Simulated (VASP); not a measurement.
Input of a VASP 6.6.1 run:

Contents of INCAR:

```
SYSTEM = Ga
  ALGO = Normal
  EDIFF = 1E-6
  ENCUT = 520
  GGA = PE
  ISIF = 2
  ISMEAR = -1
  LASPH = .TRUE.
  LCHARG = .FALSE.
  LREAL = .FALSE.
  LWAVE = .FALSE.
  NBANDS = 12
  NELM = 60
  PREC = Accurate
  SIGMA = 0.1
```

The input KPOINTS:

```
k-points
0
G
  21 21 21
  0 0 0
```

POSCAR

```
Ga
1.0
   -1.6401747595      1.6401747595      1.6401747595
    1.6401747595     -1.6401747595      1.6401747595
    1.6401747595      1.6401747595     -1.6401747595
Ga
1
Direct
    0.0000000000      0.0000000000      0.0000000000
```

Potentials or basis: VASP PAW PBE potentials, release 64 (Ga_d).

Launch:

```sh
$ cat potpaw_PBE.64/Ga_d/POTCAR > POTCAR
$ mpirun -np 1 vasp_std > vasp.out
```

Problem. Predict the pressure.

Solution. 5.1 GPa.
